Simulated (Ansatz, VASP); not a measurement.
ZrSe2 in VASP and in Ansatz

```
Zr Se
1.0
     3.79800    0.00000    0.00000
    -1.89900    3.28916    0.00000
     0.00000    0.00000   18.09600
Zr Se
1 2
Direct
  0.00943 0.99966 0.49995
  0.66955 0.32722 0.41392
  0.33833 0.67539 0.58616
```

Alike in both runs: task single point; functional PBEsol; k mesh 10 × 10 × 1; occupations fermi-dirac, width 0.02 eV; no spin polarisation.

|  | VASP | Ansatz |
| --- | --- | --- |
| version | VASP 6.6.1 | Ansatz 0.2.0 |
| potentials or method | VASP PAW PBE potentials, release 64 (Zr_sv, Se), cutoff 400 eV | all-electron LAPW, scalar-relativistic |

Ansatz gave:

| Quantity | Value |
| --- | --- |
| gap on the k mesh at the Fermi level (eV) | 0.48 |
| least direct gap on the mesh (eV) | 1.08 |
| rms of the force components (eV/Å) | 0.083 |

Task: Which values does VASP return?

Result: gap on the k mesh at the Fermi level (eV): 0.48; least direct gap on the mesh (eV): 1.07; rms of the force components (eV/Å): 0.081.

VASP's potentials were made for PBE, not for PBEsol. Atom by atom the forces differ by 0.012 eV/Å (rms over components). Ansatz ran all-electron here, and VASP with PAW potentials.
